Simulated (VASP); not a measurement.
Here is a VASP 6.6.1 calculation.

Contents of POSCAR:

```
SiGe
1.0
    3.9043776430      0.0000000000      0.0000000000
   -1.9521888215      3.3812902248      0.0000000000
    0.0000000000      0.0000000000      6.4536796672
Si Ge
2 2
Direct
    0.6666666667      0.3333333333      0.8744661518
    0.3333333333      0.6666666667      0.3744661518
    0.6666666667      0.3333333333      0.5121541253
    0.3333333333      0.6666666667      0.0121541253
```

The input INCAR.step1:

```
SYSTEM = SiGe
PREC = Accurate
ENCUT = 520
ISMEAR = 0
SIGMA = 0.05
LREAL = .False.
LASPH = .True.
NELM = 80
NBANDS = 26
GGA = PE
ALGO = Normal
EDIFF = 1E-4
LWAVE = .True.
LCHARG = .False.
```

The input INCAR.step2:

```
SYSTEM = SiGe
PREC = Accurate
ENCUT = 520
EDIFF = 1E-6
ISMEAR = 0
SIGMA = 0.05
LREAL = .False.
LASPH = .True.
NELM = 80
ALGO = Normal
ISIF = 2
LWAVE = .False.
LCHARG = .False.
METAGGA = R2SCAN
LMIXTAU = .True.
NBANDS = 26
ISTART = 1
```

Contents of KPOINTS:

```
regular mesh
0
Gamma
  12 12 4
  0 0 0
```

Potentials or basis: VASP PAW PBE potentials, release 64 (Si, Ge_d).

The run is started by

```console
$ cat potpaw_PBE.64/Si/POTCAR potpaw_PBE.64/Ge_d/POTCAR > POTCAR
$ cp INCAR.step1 INCAR
$ mpirun -np 1 vasp_std > vasp.out
$ cp INCAR.step2 INCAR
$ mpirun -np 1 vasp_std > vasp.out
```

Q: What does it give for the band gap on the k mesh?

A: 0.51 eV (least direct gap 0.72 eV).

Q: Estimate the pressure.

A: 0.0 GPa.

Stress tensor (GPa, compression positive):
```
-1.49  0.00  0.00
 0.00 -1.49  0.00
 0.00  0.00  3.02
```

Caveat: the cell differs from its parent crystal (all Ge atoms moved +0.075 Å, as atom 3 along Cartesian [0 0 1]); the PAW data sets were made with another functional, which shifts forces and pressure a little. A k mesh can miss the band edges.
